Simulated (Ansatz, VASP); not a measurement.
# Two plane-wave programs on Ti2Te2Pt

```
Ti Te Pt
1.0
     5.03954    0.00000    0.00000
    -2.51977    4.36437    0.00000
     0.00000    0.00000    5.45205
Ti Te Pt
2 2 1
Cartesian
  0.0000 2.9096 5.2087
  2.5198 1.4548 5.2087
  0.0000 2.9096 2.4827
  2.5198 1.4548 2.4827
  0.0000 0.0000 -0.1398
```

Alike in both runs: functional PBE; k mesh 3 × 3 × 4; occupations gaussian, width 0.1 eV; no spin polarisation.

Ansatz relaxed the structure, and its values are those at the end. VASP's run is a single point on that final structure, the one shown.

|  | VASP | Ansatz |
| --- | --- | --- |
| version | VASP 6.6.1 | Ansatz 0.2.0 |
| potentials or method | VASP PAW PBE potentials, release 64 (Ti_sv, Te, Pt), cutoff 520 eV | scalar-relativistic, plane waves, PAW |
| valence electrons in the cell | 46 | 74 |

VASP gave:

| Quantity | Value |
| --- | --- |
| gap on the k mesh at the Fermi level (eV) | none |
| pressure (GPa) | -0.2 |

Task: Estimate Ansatz's values.

Result: gap on the k mesh at the Fermi level (eV): none; pressure (GPa): -0.1.

A gap of «none» marks a metal or a gap that the smearing closes. VASP's potentials hold 46 valence electrons a cell and Ansatz's 74, so a difference there can come from the potentials and not from the codes.

The k mesh is coarse, so the values compare programs but aren't converged. Spin-orbit coupling is off throughout.
